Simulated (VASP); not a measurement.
**Sb: single point with LDA**

Sb:

```
Sb
1.0
    -1.85430    1.85430    1.85430
     1.85430   -1.85430    1.85430
     1.85430    1.85430   -1.85430
Sb
1
Cartesian
  0.0000 0.0000 0.0000
```

```yaml
Program: VASP 6.6.1
Task: single point
Functional: LDA
Potentials_or_basis: VASP PAW LDA potentials, release 64 (Sb)
Cutoff: 520 eV
k_mesh: 16 × 16 × 16
Occupations: fermi-dirac, width 0.1 eV
Spin: no spin polarisation
Dipole_correction: no
Further_INCAR_settings: ALGO = Normal; EDIFF = 1e-06; NBANDS = 8
```

The pressure is 0.1 GPa.

Levels at points of the mesh, in eV from the Fermi level:
```csv
k point,band 1,band 2,band 3,band 4,band 5,band 6
"(0.00, 0.00, 0.00)",-13.25,5.86,5.86,5.86,10.53,10.53
"(0.50, 0.00, 0.00)",-8.92,-5.87,1.81,3.91,6.64,7.00
"(0.50, 0.50, 0.50)",-5.40,-2.08,-2.08,-2.08,2.96,2.96
```

Run time: 18 s on 1 thread of AMD EPYC 7R43 64-Core Processor (Zen 3), with other jobs on the host, peak memory 0.11 GiB.

Caveat: spin-orbit coupling is left out, which moves the levels of the heavy elements.
